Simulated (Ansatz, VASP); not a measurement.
# SiNi2 in VASP and in Ansatz

POSCAR

```
SiNi2
1.0
    3.8695455034      0.0000000000      0.0000000000
   -1.9347727517      3.3511247070      0.0000000000
    0.0000000000      0.0000000000      4.8529090030
Si Ni
2 4
Direct
    0.3333333333      0.6666666667      0.7500000000
    0.6666666667      0.3333333333      0.2500000000
    0.0000000000      0.0000000000      0.0000000000
    0.0000000000      0.0000000000      0.5000000000
    0.3333333333      0.6666666667      0.2500000000
    0.6666666667      0.3333333333      0.7500000000
```

File INCAR.step1:

```
  PREC = Accurate
  ENCUT = 520
  ISMEAR = 0
  SIGMA = 0.15
  LREAL = F
  LASPH = T
  NELM = 60
  NBANDS = 33
  GGA = PE
  ALGO = Normal
  EDIFF = 1E-4
  LWAVE = T
  LCHARG = F
```

INCAR.step2

```
  PREC = Accurate
  ENCUT = 520
  EDIFF = 1E-7
  ISMEAR = 0
  SIGMA = 0.15
  LREAL = F
  LASPH = T
  NELM = 60
  ALGO = Normal
  ISIF = 2
  LWAVE = F
  LCHARG = T
  METAGGA = R2SCAN
  LMIXTAU = T
  LELF = T
  LVHAR = T
  NBANDS = 33
  ISTART = 1
```

The input KPOINTS:

```
Automatic mesh
0
Gamma
  12 12 10
```

Input for Ansatz:

```yaml
crystal:
  lattice:
    - [3.8695455034, 0.0, 0.0]
    - [-1.9347727517, 3.351124707, 0.0]
    - [0.0, 0.0, 4.852909003]
  atoms:
    - { symbol: Si, position: [0.3333333333, 0.6666666667, 0.75] }
    - { symbol: Si, position: [0.6666666667, 0.3333333333, 0.25] }
    - { symbol: Ni, position: [0.0, 0.0, 0.0] }
    - { symbol: Ni, position: [0.0, 0.0, 0.5] }
    - { symbol: Ni, position: [0.3333333333, 0.6666666667, 0.25] }
    - { symbol: Ni, position: [0.6666666667, 0.3333333333, 0.75] }
basis:
  ecutwfc: 500
kpoints:
  mp_grid: { grid: [12, 12, 10] }
hamiltonian:
  xc: r2scan
scf:
  occupations: { method: gaussian, width: 0.15 }
output:
  forces: true
  stress: true
  eigenvalues: true
  write_density: true
  write_potential: true
  elf: true
  volumetric_format: npy
```

Change from the starting cell: strain +0.000 along x and y, -0.015 along z, atoms carried along.

Alike in both runs: task single point; functional r2SCAN; k mesh 12 × 12 × 10; occupations gaussian, width 0.15 eV; no spin polarisation.

|  | VASP | Ansatz |
| --- | --- | --- |
| version | VASP 6.6.1 | Ansatz 0.2.0 |
| potentials or method | VASP PAW PBE potentials, release 64 (Si, Ni), cutoff 520 eV | scalar-relativistic, plane waves, PAW |
| valence electrons in the cell | 48 | 80 |

```csv
,VASP,Ansatz,Ansatz less VASP
gap on the k mesh at the Fermi level (eV),none,none,-
pressure (GPa),3.6,3.3,-0.31
"traceless stress, the component that is largest in VASP (GPa)",2.62,2.68,+0.065
```

VASP's potentials were made for PBE, not for r2SCAN. A gap of «none» marks a metal or a gap that the smearing closes. VASP's potentials hold 48 valence electrons a cell and Ansatz's 80, so a difference there can come from the potentials and not from the codes.
